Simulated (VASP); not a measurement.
Here is a VASP 6.6.1 calculation.

Contents of POSCAR:

```
Ni
1.0
    2.4480229000      0.0000000000      0.0000000000
   -1.2240114500      2.1200500200      0.0000000000
    0.0000000000      0.0000000000      4.0728075700
Ni
2
Direct
    0.3333333333      0.6666666667      0.2500000000
    0.6666666667      0.3333333333      0.7500000000
```

Contents of INCAR.step1:

```
SYSTEM = Ni
  PREC = Accurate
  ENCUT = 600
  ISMEAR = -1
  SIGMA = 0.05
  LREAL = .False.
  LASPH = .True.
  NELM = 150
  ISPIN = 2
  MAGMOM = 1.5 1.5
  LMAXMIX = 4
  GGA = PE
  ALGO = Normal
  EDIFF = 1E-4
  LWAVE = .True.
  LCHARG = .False.
```

File INCAR.step2:

```
SYSTEM = Ni
  PREC = Accurate
  ENCUT = 600
  EDIFF = 1E-6
  ISMEAR = -1
  SIGMA = 0.05
  LREAL = .False.
  LASPH = .True.
  NELM = 150
  ALGO = Normal
  ISIF = 3
  LWAVE = .False.
  LCHARG = .False.
  ISPIN = 2
  MAGMOM = 1.5 1.5
  LORBIT = 11
  LMAXMIX = 4
  METAGGA = R2SCAN
  LMIXTAU = .True.
  IVDW = 13
  VDW_S6 = 1.0
  VDW_S8 = 0.6018749
  VDW_A1 = 0.51559235
  VDW_A2 = 5.77342911
  IBRION = 2
  NSW = 80
  EDIFFG = -0.005
  ISTART = 1
```

KPOINTS

```
regular mesh
0
Gamma
  13 13 7
  0 0 0
```

Potentials or basis: VASP PAW PBE potentials, release 64 (Ni).

The run is started by

```console
$ cat potpaw_PBE.64/Ni/POTCAR > POTCAR
$ cp INCAR.step1 INCAR
$ mpirun -np 1 vasp_std > vasp.out
$ cp INCAR.step2 INCAR
$ mpirun -np 1 vasp_std > vasp.out
```

Q: Predict the relaxed cell.

A: a = 2.434 Å, b = 2.434 Å, c = 4.071 Å, α = 90.00°, β = 90.00°, γ = 120.00°.

Q: Estimate the net moment.

A: 1.34 μB per cell.

Final structure:
```cif
data_structure
_symmetry_space_group_name_H-M 'P 1'
_symmetry_Int_Tables_number 1
_cell_length_a 2.4341
_cell_length_b 2.4341
_cell_length_c 4.0705
_cell_angle_alpha 90.000
_cell_angle_beta 90.000
_cell_angle_gamma 120.000
_cell_volume 20.89
loop_
_atom_site_label
_atom_site_type_symbol
_atom_site_fract_x
_atom_site_fract_y
_atom_site_fract_z
_atom_site_occupancy
Ni1 Ni 0.33333 0.66667 0.25000 1
Ni2 Ni 0.66667 0.33333 0.75000 1
```
